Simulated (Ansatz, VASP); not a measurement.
## BaTiO3: VASP beside Ansatz

```
Ba Ti O
1.0
     2.92526    1.63971    2.33143
    -2.92526    1.63971    2.33143
     0.00000   -3.27941    2.33143
Ba Ti O
1 1 3
Cartesian
  0.0000 0.0000 0.0195
  0.0000 0.0000 3.6108
  0.0000 -1.6082 4.5688
  -1.4346 0.8041 4.5688
  1.4346 0.8041 4.5688
```

Change from the starting cell: strain +0.0300 x Voigt [1, 0, 0, 0, 0, 0], atoms carried along.

Alike in both runs: task single point; functional r2SCAN; k mesh 6 × 6 × 6; occupations gaussian, width 0.05 eV; no spin polarisation.

|  | VASP | Ansatz |
| --- | --- | --- |
| version | VASP 6.6.1 | Ansatz 0.2.0 |
| potentials or method | VASP PAW PBE potentials, release 64 (Ba_sv, Ti_sv, O), cutoff 520 eV | scalar-relativistic, plane waves, PAW |
| valence electrons in the cell | 40 | 40 |

```tsv
	VASP	Ansatz	Ansatz less VASP
gap on the k mesh at the Fermi level (eV)	2.68	2.70	+0.013
least direct gap on the mesh (eV)	3.15	3.14	-0.017
pressure (GPa)	-3.1	-4.8	-1.72
traceless stress, the component that is largest in VASP (GPa)	-4.49	-4.42	+0.074
rms of the force components (eV/Å)	0.102	0.147	+0.0445
```

VASP's potentials were made for PBE, not for r2SCAN. Atom by atom the forces differ by 0.061 eV/Å (rms over components). The functional is the same, so the differences come from potentials, cutoffs and numerics.

Spin-orbit coupling is off throughout.
